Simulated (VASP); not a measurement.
# HfC (P6_3/mmc) in VASP: notebook

Runs on HfC. Level: r2SCAN. Tasks: single point.

Program: VASP 6.6.1. These are calculated values, not measurements. Logs are shortened: lines on timing, memory, paths and dates and some standing lists are left out, and cuts for length are marked.

## Step 1: The cell of the first run

The structure is hexagonal, space group P6_3/mmc (No. 194). Conventional cell: a = 3.309 Å, b = 3.309 Å, c = 5.150 Å, α = 90.00°, β = 90.00°, γ = 120.00°. Within 3.0 Å of Hf (site symmetry -6m2) lie 6 C at 2.30 Å. Within 3.0 Å of C (site symmetry -3m) lie 6 Hf at 2.30 Å and 2 C at 2.58 Å.

## Step 2: Single point, r2SCAN

File POSCAR:

```
HfC
1.0
    3.3090974206      0.0000000000      0.0000000000
   -1.6545487102      2.8657624298      0.0000000000
    0.0000000000      0.0000000000      5.1501577401
Hf C
2 2
Direct
    0.3333333333      0.6666666667      0.2500000000
    0.6666666667      0.3333333333      0.7500000000
    0.0000000000      0.0000000000      0.5000000000
    0.0000000000      0.0000000000      0.0000000000
```

File INCAR.step1:

```
SYSTEM = HfC
  ALGO = Normal
  EDIFF = 1E-4
  ENCUT = 520
  GGA = PE
  ISMEAR = 0
  LASPH = .True.
  LCHARG = .False.
  LREAL = .False.
  LWAVE = .True.
  NBANDS = 22
  NELM = 100
  PREC = Accurate
  SIGMA = 0.02
```

File INCAR.step2:

```
SYSTEM = HfC
  ALGO = Normal
  EDIFF = 1E-6
  ENCUT = 520
  ISIF = 2
  ISMEAR = 0
  ISTART = 1
  LASPH = .True.
  LCHARG = .False.
  LMIXTAU = .True.
  LREAL = .False.
  LWAVE = .False.
  METAGGA = R2SCAN
  NBANDS = 22
  NELM = 100
  PREC = Accurate
  SIGMA = 0.02
```

File KPOINTS:

```
k-points
0
Gamma
  11 11 6
  0 0 0
```

Potentials or basis: VASP PAW PBE potentials, release 64 (Hf_pv, C).

Run with:

```sh
> cat potpaw_PBE.64/Hf_pv/POTCAR potpaw_PBE.64/C/POTCAR > POTCAR
> cp INCAR.step1 INCAR
> mpirun -np 1 vasp_std > vasp.out
> cp INCAR.step2 INCAR
> mpirun -np 1 vasp_std > vasp.out
```

OUTCAR:

```text
SYSTEM = HfC
   EDIFF = 1E-6
   ENCUT = 520
   ISIF = 2
   ISMEAR = 0
   ISTART = 1
   LASPH = .True.
   LREAL = .False.
   METAGGA = R2SCAN
   NELM = 100
   PREC = Accurate

 ion  position               nearest neighbor table
   1  0.333  0.667  0.250-   3 2.30   4 2.30   3 2.30   4 2.30   3 2.30   4 2.30   2 3.21   2 3.21
                             2 3.21   2 3.21   2 3.21   2 3.21
   2  0.667  0.333  0.750-   3 2.30   4 2.30   3 2.30   4 2.30   3 2.30   4 2.30   1 3.21   1 3.21
                             1 3.21   1 3.21   1 3.21   1 3.21
   3  0.000  0.000  0.500-   1 2.30   2 2.30   1 2.30   2 2.30   2 2.30   1 2.30
   4  0.000  0.000  0.000-   1 2.30   2 2.30   1 2.30   2 2.30   2 2.30   1 2.30

  LATTYP: Found a hexagonal cell.
 ALAT       =     3.3090974206
 C/A-ratio  =     1.5563632875

  Lattice vectors:

 A1 = (   3.3090974206,   0.0000000000,   0.0000000000)
 A2 = (  -1.6545487102,   2.8657624298,   0.0000000000)
 A3 = (   0.0000000000,   0.0000000000,   5.1501577401)

Analysis of symmetry for initial positions (statically):
=====================================================================
 Subroutine PRICEL returns:
 Original cell was already a primitive cell.

 Routine SETGRP: Setting up the symmetry group for a
 hexagonal supercell.

 Subroutine GETGRP returns: Found 24 space group operations
 (whereof 12 operations were pure point group operations)
 out of a pool of 24 trial point group operations.

The static configuration has the point symmetry D_3d.
 The point group associated with its full space group is D_6h.

Analysis of symmetry for dynamics (positions and initial velocities):
=====================================================================
 Subroutine PRICEL returns:
 Original cell was already a primitive cell.

 Routine SETGRP: Setting up the symmetry group for a
 hexagonal supercell.

 Subroutine GETGRP returns: Found 24 space group operations
 (whereof 12 operations were pure point group operations)
 out of a pool of 24 trial point group operations.

The dynamic configuration has the point symmetry D_3d.
 The point group associated with its full space group is D_6h.

 Subroutine INISYM returns: Found 24 space group operations
 (whereof 12 operations are pure point group operations),
 and found     1 'primitive' translations

----------------------------------------------------------------------------------------

                                     Primitive cell

  volume of cell :      48.8394

  direct lattice vectors                    reciprocal lattice vectors
     3.309097421  0.000000000  0.000000000     0.302197208  0.174473639  0.000000000
    -1.654548710  2.865762430  0.000000000     0.000000000  0.348947278  0.000000000
     0.000000000  0.000000000  5.150157740     0.000000000  0.000000000  0.194168810

  length of vectors
     3.309097421  3.309097421  5.150157740     0.348947278  0.348947278  0.194168810

  position of ions in fractional coordinates (direct lattice)
     0.333333333  0.666666667  0.250000000
     0.666666667  0.333333333  0.750000000
     0.000000000  0.000000000  0.500000000
     0.000000000  0.000000000  0.000000000

  ion indices of the primitive-cell ions
   primitive index   ion index
                 1           1
                 2           2
                 3           3
                 4           4

----------------------------------------------------------------------------------------

 KPOINTS: k-points

Automatic generation of k-mesh.
 Grid dimensions read from file:
 generate k-points for:   11   11    6

 Generating k-lattice:

  Cartesian coordinates                     Fractional coordinates (reciprocal lattice)
     0.027472473  0.015861240  0.000000000     0.090909091  0.000000000  0.000000000
     0.000000000  0.031722480  0.000000000     0.000000000  0.090909091  0.000000000
     0.000000000  0.000000000  0.032361468     0.000000000  0.000000000  0.166666667

  Length of vectors
     0.031722480  0.031722480  0.032361468

  Shift w.r.t. Gamma in fractional coordinates (k-lattice)
     0.000000000  0.000000000  0.000000000

 Subroutine IBZKPT returns following result:
 ===========================================

 Found     64 irreducible k-points:

 Following reciprocal coordinates:
            Coordinates               Weight
  0.000000  0.000000  0.000000      1.000000
  0.090909 -0.000000  0.000000      6.000000
  0.181818 -0.000000  0.000000      6.000000
  0.272727 -0.000000  0.000000      6.000000
  0.363636 -0.000000  0.000000      6.000000
  0.454545 -0.000000  0.000000      6.000000
[... 16 lines left out ...]
  0.090909  0.090909  0.166667     12.000000
  0.181818  0.090909  0.166667     24.000000
 [... further k-points ...]
   k-points           NKPTS =     64   k-points in BZ     NKDIM =     64   number of bands    NBANDS=     22
   number of dos      NEDOS =    301   number of ions     NIONS =      4
   total plane-waves  NPLWV =  31360
   dimension x,y,z NGX =    28 NGY =   28 NGZ =   40
   dimension x,y,z NGXF=    56 NGYF=   56 NGZF=   80
   ions per type =               2   2
   NGX,Y,Z   is equivalent  to a cutoff of  14.07, 14.07, 12.91 a.u.
   NGXF,Y,Z  is equivalent  to a cutoff of  28.13, 28.13, 25.82 a.u.
 SYSTEM =  HfC
   PREC   = accura    normal or accurate (medium, high low for compatibility)
   ISTART =      1    job   : 0-new  1-cont  2-samecut
   ICHARG =      0    charge: 1-file 2-atom 10-const
   ISPIN  =      1    spin polarized calculation?
   LNONCOLLINEAR =      F non collinear calculations
   LSORBIT =      F    spin-orbit coupling
   LASPH  =      T    aspherical Exc in radial PAW
   ENCUT  =  520.0 eV  38.22 Ry    6.18 a.u.   6.15  6.15  9.58*2*pi/ulx,y,z
   NELM   =    100;   NELMIN=  2; NELMDL=  0     # of ELM steps
   EDIFF  = 0.1E-05   stopping-criterion for ELM
   LREAL  =      F    real-space projection
   EDIFFG = 0.1E-04   stopping-criterion for IOM
   NSW    =      0    number of steps for IOM
   IBRION =     -1    ionic relax: 0-MD 1-quasi-New 2-CG
   NFREE  =      0    steps in history (QN), initial steepest desc. (CG)
   ISIF   =      2    stress and relaxation
   ISYM   =      2    0-nonsym 1-usesym 2-fastsym
   POTIM  = 0.5000    time-step for ionic-motion
   TEBEG  =    0.0;   TEEND  =   0.0 temperature during run
   PSTRESS=    0.0 pullay stress
   NELECT =      28.0000    total number of electrons
   NUPDOWN=      -1.0000    fix difference up-down
   EMIN   =  10.00;   EMAX   =-10.00  energy-range for DOS
   EFERMI =   0.00;   METHOD = LEGACY
   ISMEAR =     0;   SIGMA  =   0.02  broadening in eV -4-tet -1-fermi 0-gaus
   EFERMI_NEDOS =   21; number of points for ismear=-14 and -15
   IALGO  =     38    algorithm
   IMIX   =      4    mixing-type and parameters
     AMIX     =   0.40;   BMIX     =  1.00
     AMIX_MAG =   1.60;   BMIX_MAG =  1.00
  volume/ion in A,a.u.               =      12.21        82.40
  Fermi-wavevector in a.u.,A,eV,Ry     =   1.359995  2.570019 25.165163  1.849587
  Thomas-Fermi vector in A             =   2.486695
   LORBIT       =      0    0 simple, 1 ext, 2 COOP (PROOUT), +10 PAW based schemes
   METAGGA = R2SCAN    functional components
   LHFCALC =     F    Hartree Fock is set to
   AEXX    =    0.0000 exact exchange contribution
   IVDW    =     0    specifies the selected vdW correction
   LEPSILON=     F    determine dielectric tensor
   LRPA    =     F    only Hartree local field effects (RPA)
 non-spin polarized calculation
 Gauss-broadening in eV      SIGMA  =   0.02
  energy-cutoff  :      520.00
  volume of cell :       48.84
 maximum number of plane-waves:      1339
 NGX is ok and might be reduce to    28
   NGX = 13   NGY = 13   NGZ = 19

 number of electron      28.0000001 magnetization

 Free energy of the ion-electron system (eV)
  ---------------------------------------------------
  ext. energy  EPLUGINS =         0.00000000
  ---------------------------------------------------
  free energy    TOTEN  =      -113.71005717 eV

  energy without entropy =     -113.70983074  energy(sigma->0) =     -113.70994396

 E-fermi :   6.7905     XC(G=0): -13.3070

 val. band max:        6.7691905650   @ k =   0.0909   0.0909   0.1667
 cond. band min:       6.7972557296   @ k =   0.0909  -0.0000   0.1667
 fundamental gap:      0.0280651647
 Fermi energy:         6.7904867890

 k-point     1 :       0.0000    0.0000    0.0000
  band No.  band energies     occupation
      1     -25.1541      2.00000
      2     -24.4926      2.00000
      3     -24.4926      2.00000
      4     -24.3971      2.00000
      5     -24.3971      2.00000
      6     -24.3142      2.00000
[... 14 lines left out ...]
     21      11.1726      0.00000
     22      15.4937      0.00000

 k-point     2 :       0.0909   -0.0000    0.0000
  band No.  band energies     occupation
      1     -25.1317      2.00000
      2     -24.5376      2.00000
      3     -24.5102      2.00000
      4     -24.4386      2.00000
      5     -24.3981      2.00000
      6     -24.3222      2.00000
[... 14 lines left out ...]
     21      11.6176      0.00000
     22      15.0740      0.00000

 k-point     3 :       0.1818   -0.0000    0.0000
  band No.  band energies     occupation
      1     -25.0685      2.00000
      2     -24.6597      2.00000
      3     -24.5527      2.00000
      4     -24.5447      2.00000
      5     -24.4051      2.00000
      6     -24.3467      2.00000
[... 14 lines left out ...]
     21      12.9895      0.00000
     22      14.0614      0.00000
[... 476 lines left out ...]
 k-point    23 :       0.0909    0.0909    0.1667
  band No.  band energies     occupation
      1     -25.0494      2.00000
      2     -24.5893      2.00000
      3     -24.5837      2.00000
      4     -24.5000      2.00000
      5     -24.4213      2.00000
      6     -24.3652      2.00000
[... 14 lines left out ...]
     21      12.4271      0.00000
     22      13.4988      0.00000

 k-point    24 :       0.1818    0.0909    0.1667
  band No.  band energies     occupation
      1     -24.9944      2.00000
      2     -24.7290      2.00000
      3     -24.6679      2.00000
      4     -24.5573      2.00000
      5     -24.4458      2.00000
      6     -24.3831      2.00000
[... 14 lines left out ...]
     21      12.8878      0.00000
     22      14.0714      0.00000

 [... further k-points ...]

------------------------ aborting loop because EDIFF is reached ----------------------------------------

  FORCE on cell =-STRESS in cart. coord.  units (eV):
  Direction    XX          YY          ZZ          XY          YZ          ZX
  --------------------------------------------------------------------------------------
  -------------------------------------------------------------------------------------
  Total        0.7548267      0.7548267      1.8549044      0.0000000     -0.0000000     -0.0000000
  in kB       24.7621059     24.7621059     60.8501772      0.0000000     -0.0000000     -0.0000000
  external PRESSURE =      36.7914630 kB  Pullay stress =       0.0000000 kB

 VOLUME and BASIS-vectors are now :
 -----------------------------------------------------------------------------
  energy-cutoff  :      520.00
  volume of cell :       48.84
      direct lattice vectors                 reciprocal lattice vectors
     3.309097421  0.000000000  0.000000000     0.302197208  0.174473639  0.000000000
    -1.654548710  2.865762430  0.000000000     0.000000000  0.348947278  0.000000000
     0.000000000  0.000000000  5.150157740     0.000000000  0.000000000  0.194168810

 POSITION                                       TOTAL-FORCE (eV/Angst)
 -----------------------------------------------------------------------------------
     -0.00000      1.91051      1.28754        -0.000000      0.000000      0.000000
      1.65455      0.95525      3.86262         0.000000     -0.000000      0.000000
      0.00000      0.00000      2.57508         0.000000      0.000000      0.000000
      0.00000      0.00000      0.00000         0.000000      0.000000      0.000000
 -----------------------------------------------------------------------------------
    total drift:                               -0.000000      0.000000     -0.000000

  FREE ENERGIE OF THE ION-ELECTRON SYSTEM (eV)
  ---------------------------------------------------
  free  energy   TOTEN  =      -113.7100571730 eV

  energy  without entropy=     -113.7098307372  energy(sigma->0) =     -113.70994396
```

It took 2.4 min on 1 thread of Intel Xeon 6975P-C (Granite Rapids), shared host; peak memory 0.23 GiB.

Results:

```
Free energy            : -113.7101 eV
Pressure               : 3.7 GPa
Band gap on the k mesh : zero (bands 14 and 15 overlap by 1.22 eV)
```

Levels at points of the mesh, in eV from the Fermi level:
```csv
k point,band 11,band 12,band 13,band 14,band 15,band 16,band 17,band 18
"(0.00, 0.00, 0.00)",-3.55,-1.58,-1.58,1.12,1.50,1.50,1.97,1.97
"(0.00, 0.00, 0.50)",-3.08,-3.08,-3.08,-3.08,4.15,4.15,4.15,4.15
```

Caveat: the cell stands under pressure; the PAW data sets were made with another functional, which shifts forces and pressure a little; spin-orbit coupling is left out, which moves the levels of the heavy elements.

[end of part 1 of 2]
